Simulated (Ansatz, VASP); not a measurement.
Ga2BSb3 in VASP and in Ansatz

```
CELL_PARAMETERS angstrom
6.13998 0.00000 0.00000
-3.06999 5.31738 0.00000
0.00000 0.00000 5.19668
ATOMIC_POSITIONS crystal
Ga 0.33333 0.66667 0.00000
Ga 0.66667 0.33333 0.00000
B 0.00000 0.00000 0.50000
Sb 0.50000 0.00000 0.50000
Sb 0.00000 0.50000 0.50000
Sb 0.50000 0.50000 0.50000
```

Alike in both runs: functional PBE; k mesh 6 × 6 × 8; occupations gaussian, width 0.1 eV; no spin polarisation.

Ansatz relaxed the structure, and its values are those at the end. VASP's run is a single point on that final structure, the one shown.

|  | VASP | Ansatz |
| --- | --- | --- |
| version | VASP 6.6.1 | Ansatz 0.2.0 |
| potentials or method | VASP PAW PBE potentials, release 64 (Ga_d, B, Sb), cutoff 520 eV | scalar-relativistic, plane waves, PAW |
| valence electrons in the cell | 44 | 74 |

```tsv
	VASP	Ansatz	Ansatz less VASP
gap on the k mesh at the Fermi level (eV)	none	none	-
pressure (GPa)	0.0	0.0	+0.01
```

A gap of «none» marks a metal or a gap that the smearing closes. The functional is the same, so the differences come from potentials, cutoffs and numerics. VASP's potentials hold 44 valence electrons a cell and Ansatz's 74, so a difference there can come from the potentials and not from the codes.

Spin-orbit coupling is off throughout.
